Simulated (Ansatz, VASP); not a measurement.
## Two plane-wave programs on MoS2

The input INCAR:

```
SYSTEM = MoS2
PREC     = Accurate       ! precision mode
ENCUT    = 520            ! plane-wave cutoff, eV
EDIFF    = 1E-6           ! SCF threshold, eV
ISMEAR   = 0              ! smearing method
SIGMA    = 0.05           ! smearing width, eV
LREAL    = .FALSE.        ! projectors in reciprocal space
LASPH    = .TRUE.         ! aspherical terms in the spheres
NELM     = 60             ! most SCF steps
ALGO     = Normal         ! electronic algorithm
ISIF     = 2              ! what is computed and relaxed
LWAVE    = .FALSE.        ! write WAVECAR
LCHARG   = .TRUE.         ! write CHGCAR
GGA      = PS             ! functional
LELF     = .TRUE.         ! ELF
LVHAR    = .TRUE.       
NBANDS   = 35             ! bands
```

The input KPOINTS:

```
Automatic mesh
0
G
  9 9 2
  0 0 0
```

POSCAR

```
MoS2
1.0
    3.1690000000      0.0000000000      0.0000000000
   -1.5845000000      2.7444345046      0.0000000000
    0.0000000000      0.0000000000     12.3240000000
Mo S
2 4
Direct
    0.3333333333      0.6666666667      0.2500000000
    0.6666666667      0.3333333333      0.7500000000
    0.3333333333      0.6666666667      0.6230000000
    0.6666666667      0.3333333333      0.1230000000
    0.3333333333      0.6666666667      0.8770000000
    0.6848853562      0.3697707122      0.3770000000
```

Input for Ansatz:

```yaml
crystal:
  lattice:
    - [3.169, 0.0, 0.0]
    - [-1.5845, 2.7444345046, 0.0]
    - [0.0, 0.0, 12.324]
  atoms:
    - { symbol: Mo, position: [0.3333333333, 0.6666666667, 0.25] }
    - { symbol: Mo, position: [0.6666666667, 0.3333333333, 0.75] }
    - { symbol: S, position: [0.3333333333, 0.6666666667, 0.623] }
    - { symbol: S, position: [0.6666666667, 0.3333333333, 0.123] }
    - { symbol: S, position: [0.3333333333, 0.6666666667, 0.877] }
    - { symbol: S, position: [0.6848853562, 0.3697707122, 0.377] }
basis:
  ecutwfc: 500
  fft_grid_basis: typed
kpoints:
  mp_grid: { grid: [9, 9, 2] }
hamiltonian:
  xc: pbesol
  pseudopotentials: { kind: paw }
scf:
  occupations: { method: gaussian, width: 0.05 }
output:
  forces: true
  stress: true
  eigenvalues: true
  bader: true
  write_density: true
  volumetric_format: npy
```

Alike in both runs: task single point; functional PBEsol; k mesh 9 × 9 × 2; occupations gaussian, width 0.05 eV; no spin polarisation.

|  | VASP | Ansatz |
| --- | --- | --- |
| version | VASP 6.6.1 | Ansatz 0.2.0 |
| potentials or method | VASP PAW PBE potentials, release 64 (Mo_sv, S), cutoff 520 eV | scalar-relativistic, plane waves, PAW |
| valence electrons in the cell | 52 | 52 |

VASP gave:

* gap on the k mesh at the Fermi level (eV): 0.92
* pressure (GPa): -2.9
* traceless stress, the component that is largest in VASP (GPa): -1.88
* rms of the force components (eV/Å): 0.333

Which values does Ansatz return?

gap on the k mesh at the Fermi level (eV): 0.90; pressure (GPa): -2.8; traceless stress, the component that is largest in VASP (GPa): -1.88; rms of the force components (eV/Å): 0.334.

VASP's potentials were made for PBE, not for PBEsol. Atom by atom the forces differ by 0.001 eV/Å (rms over components).
